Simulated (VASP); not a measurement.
SnTe:

```
CELL_PARAMETERS angstrom
0.00000 3.17172 3.17172
3.17172 0.00000 3.17172
3.17172 3.17172 0.00000
ATOMIC_POSITIONS crystal
Te 0.50000 0.50000 0.50000
Sn 0.00000 0.00000 0.00000
```

Base run:

| Item | Value |
| --- | --- |
| Program | VASP 6.6.1 |
| Functional | revPBE |
| Dispersion | D3(BJ) |
| Potentials or basis | VASP PAW PBE potentials, release 64 (Te, Sn_d) |
| Cutoff | 520 eV |
| k mesh | 7 × 7 × 7 |
| Occupations | fermi-dirac, width 0.05 eV |
| Spin | no spin polarisation |

Its results: pressure -1.6 GPa.

Task: The run is repeated on the same cell with these changes: functional from revPBE to PBEsol. What comes out?

Result: Pressure -3.2 GPa.

PBEsol binds more tightly than revPBE, so the same cell stands under less pressure.

Caveats: the PAW data sets were made with another functional, which shifts forces and pressure a little.
